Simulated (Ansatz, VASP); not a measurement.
Given: the input of a run of Ansatz 0.2.0 on Mo.

Contents of input.yaml:

```yaml
crystal:
  lattice:
    - [-1.5731790612, 1.5731790612, 1.5731790612]
    - [1.5731790612, -1.5731790612, 1.5731790612]
    - [1.5731790612, 1.5731790612, -1.5731790612]
  atoms:
    - { symbol: Mo, position: [0.0, 0.0, 0.0] }
hamiltonian:
  xc: rpbe
  pseudopotentials: { kind: paw }
  dispersion: d4
kpoints:
  mp_grid: { grid: [12, 12, 12] }
scf:
  occupations: { method: fermi_dirac, width: 0.05 }
output:
  forces: true
  stress: true
  eigenvalues: true
```

Potentials or basis: Ansatz PAW.

The run is started by

```bash
$ ansatz run input.yaml --threads 2 --pin off --max-ram 5120MiB --backend cpu --events-out ev --progress --plain --runs-dir out
```

Task: Set up the same calculation for VASP 6.6.1. Potentials there: VASP PAW PBE potentials, release 64 (Mo_sv).

Result: As run (the cutoff follows the program's own potentials):

INCAR

```
SYSTEM = Mo
ALGO = Normal ; EDIFF = 1E-6
ENCUT = 520 ; GGA = RP
ISIF = 2 ; ISMEAR = -1
IVDW = 13 ; LASPH = .True.
LCHARG = .False. ; LREAL = .False.
LWAVE = .False. ; NBANDS = 13
NELM = 80 ; PREC = Accurate
SIGMA = 0.05
```

KPOINTS

```
k-points
0
Gamma
  12 12 12
  0 0 0
```

Contents of POSCAR:

```
Mo
1.0
   -1.5731790612      1.5731790612      1.5731790612
    1.5731790612     -1.5731790612      1.5731790612
    1.5731790612      1.5731790612     -1.5731790612
Mo
1
Direct
    0.0000000000      0.0000000000      0.0000000000
```

Potentials or basis: VASP PAW PBE potentials, release 64 (Mo_sv).

Command:

```console
$ cat potpaw_PBE.64/Mo_sv/POTCAR > POTCAR
$ mpirun -np 1 vasp_std > vasp.out
```

Both were run:

|  | VASP | Ansatz | Ansatz less VASP |
| --- | --- | --- | --- |
| gap on the k mesh at the Fermi level (eV) | none | none | - |
| pressure (GPa) | -3.4 | -3.9 | -0.54 |

VASP's potentials were made for PBE, not for RPBE. A gap of «none» marks a metal or a gap that the smearing closes.
